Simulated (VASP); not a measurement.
Input of a VASP 6.6.1 run:

The input INCAR:

```
SYSTEM = LiF
ALGO = Normal ; EDIFF = 1E-8
ENCUT = 520 ; ISIF = 2
ISMEAR = -1 ; LASPH = .TRUE.
LCHARG = .FALSE. ; LEFG = .TRUE.
LREAL = .FALSE. ; LWAVE = .FALSE.
NBANDS = 12 ; NELM = 100
PREC = Accurate ; SIGMA = 0.03
```

The input KPOINTS:

```
k-points
0
G
  10 10 10
  0 0 0
```

The input POSCAR:

```
LiF
1.0
    0.0000000000      1.9798578110      1.9798578110
    1.9798578110      0.0000000000      1.9798578110
    1.9798578110      1.9798578110      0.0000000000
Li F
1 1
Direct
    0.0000000000      0.0000000000      0.0000000000
    0.5000000000      0.5000000000      0.5000000000
```

Potentials or basis: VASP PAW LDA potentials, release 64 (Li_sv, F).

The run is started by

```sh
$ cat potpaw_LDA.64/Li_sv/POTCAR potpaw_LDA.64/F/POTCAR > POTCAR
$ mpirun -np 1 vasp_std > vasp.out
```

(1) Estimate the band gap on the k mesh.

Answers

(1) 9.31 eV, direct.

Caveat: without QUAD_EFG the Cq values of the log hold for a quadrupole moment of 1 mb, not for the nuclei.
